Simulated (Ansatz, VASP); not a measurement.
Cd2S5: VASP beside Ansatz

```
CELL_PARAMETERS angstrom
4.29434 -0.00082 0.10251
0.06551 6.61239 0.10190
1.06035 0.49864 8.52416
ATOMIC_POSITIONS crystal
Cd 0.04141 0.11895 0.85446
Cd 0.56323 0.61592 0.79859
S 0.08034 0.79420 0.72672
S 0.96263 0.38607 0.29472
S 0.25161 0.29095 0.45666
S 0.58651 0.52055 0.42805
S 0.51427 0.27337 0.93981
```

Alike in both runs: functional PBE; k mesh 6 × 4 × 4; occupations gaussian, width 0.02 eV; no spin polarisation.

Ansatz relaxed the structure, and its values are those at the end. VASP's run is a single point on that final structure, the one shown.

|  | VASP | Ansatz |
| --- | --- | --- |
| version | VASP 6.6.1 | Ansatz 0.2.0 |
| potentials or method | VASP PAW PBE potentials, release 64 (Cd, S), cutoff 520 eV | scalar-relativistic, plane waves, PAW |
| valence electrons in the cell | 54 | 70 |

|  | VASP | Ansatz | Ansatz less VASP |
| --- | --- | --- | --- |
| gap on the k mesh at the Fermi level (eV) | 2.19 | 2.18 | -0.014 |
| least direct gap on the mesh (eV) | 2.19 | 2.18 | -0.014 |
| pressure (GPa) | 0.0 | 0.0 | +0.05 |
| rms of the force components (eV/Å) | 0.052 | 0.002 | -0.0498 |

VASP's potentials hold 54 valence electrons a cell and Ansatz's 70, so a difference there can come from the potentials and not from the codes.
